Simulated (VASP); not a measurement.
A run of VASP 6.6.1:

Contents of INCAR:

```
PREC     = Accurate       # precision mode
ENCUT    = 520            # plane-wave cutoff, eV
EDIFF    = 1E-6           # SCF threshold, eV
ISMEAR   = 0              # smearing method
SIGMA    = 0.15           # smearing width, eV
LREAL    = False          # projectors in reciprocal space
LASPH    = True           # aspherical terms in the spheres
NELM     = 100            # most SCF steps
ALGO     = Fast           # electronic algorithm
ISIF     = 2              # what is computed and relaxed
LWAVE    = False          # write WAVECAR
LCHARG   = False          # write CHGCAR
GGA      = PS             # functional
NBANDS   = 11             # bands
```

Contents of KPOINTS:

```
regular mesh
0
Gamma
  20 20 20
```

POSCAR

```
Pt
1.0
   -1.7945086294      1.3848925292      1.6189588721
    1.3263759434     -1.7359920436      1.5019257007
    1.7945086294      1.7359920436     -1.9700583866
Pt
1
Direct
    0.0000000000      0.0000000000      0.0000000000
```

Potentials or basis: VASP PAW PBE potentials, release 64 (Pt).

Run with:

```bash
$ cat potpaw_PBE.64/Pt/POTCAR > POTCAR
$ mpirun -np 1 vasp_std > vasp.out
```

Hardware: 1 thread of Intel Xeon 6975P-C, on a shared host.

Estimate the wall time of this run.

Wall time 4.9 min on 1 thread of Intel Xeon 6975P-C, on a shared host, peak memory 0.72 GiB. Counts: scf iterations 12, k points 4004.
